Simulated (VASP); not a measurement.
The system is CaAlO4.

```xyz
6
Lattice="3.5624 0.0000 0.0000 0.0000 3.5624 0.0000 0.0000 0.0000 5.3815" Properties=species:S:1:pos:R:3 pbc="T T T"
Ca    0.0000    0.0000    0.0000
Al    1.7812    1.7812    2.6908
O     1.7812    0.0000    3.8553
O     0.0000    1.7812    1.5262
O     1.7812    0.0000    1.5262
O     0.0000    1.7812    3.8553
```

The cell was built from a structure type or drawn by symmetry, and may not be a known phase.

```yaml
Program: VASP 6.6.1
Task: relaxation of cell and atoms
Functional: PBE
Potentials_or_basis: VASP PAW PBE potentials, release 64 (Ca_sv, Al, O)
Cutoff: 600 eV
k_mesh: 6 × 6 × 4
Occupations: gaussian, width 0.1 eV
Spin: collinear spin, ferromagnetic start
Starting_moments: "[0.0, 0.0, 1.0, 1.0, 1.0, 1.0] μB"
```

At the start: pressure -3.1 GPa; volume 11.38 Å³/atom.

Problem. Where does the relaxation end?

Solution. Over 18 steps the energy falls by 31.9 meV/atom and the volume is 11.15 Å³/atom (-2.0 %); space group P4/mmm (No. 123, to 0.1 Å) before and after; moment 2.99 μB per cell.

The path:
```tsv
step	energy change (eV)	largest force (eV/Å)	pressure (GPa)	volume (Å³)
1	0.0000	0.5845	-3.11	68.30
2	-0.0668	0.2755	1.06	66.14
3	-0.0682	0.2122	1.84	65.78
4	-0.0818	0.0469	0.37	66.59
5	-0.0824	0.0111	0.02	66.79
6	-0.0868	0.0542	-0.19	66.90
7	-0.1147	0.2188	-0.79	67.20
8	-0.1750	0.0911	-1.59	67.77
9	-0.1134	0.2418	-3.91	68.69
10	-0.1657	0.2021	-2.30	68.30
11	-0.1842	0.0403	-1.89	67.99
12	-0.1853	0.0823	-1.65	67.88
13	-0.1853	0.0927	-1.58	67.85
14	-0.1870	0.0858	-1.33	67.70
15	-0.1903	0.0627	-0.54	67.26
16	-0.1891	0.0088	1.13	66.37
17	-0.1911	0.0428	0.10	66.91
18	-0.1912	0.0318	0.06	66.92
```

Final structure:
```
Ca Al O
1.0
     3.62706    0.00000    0.00000
     0.00000    3.62706    0.00000
     0.00000    0.00000    5.08702
Ca Al O
1 1 4
Cartesian
  0.0000 0.0000 0.0000
  1.8135 1.8135 2.5435
  1.8135 0.0000 3.5679
  0.0000 1.8135 1.5191
  1.8135 0.0000 1.5191
  0.0000 1.8135 3.5679
```
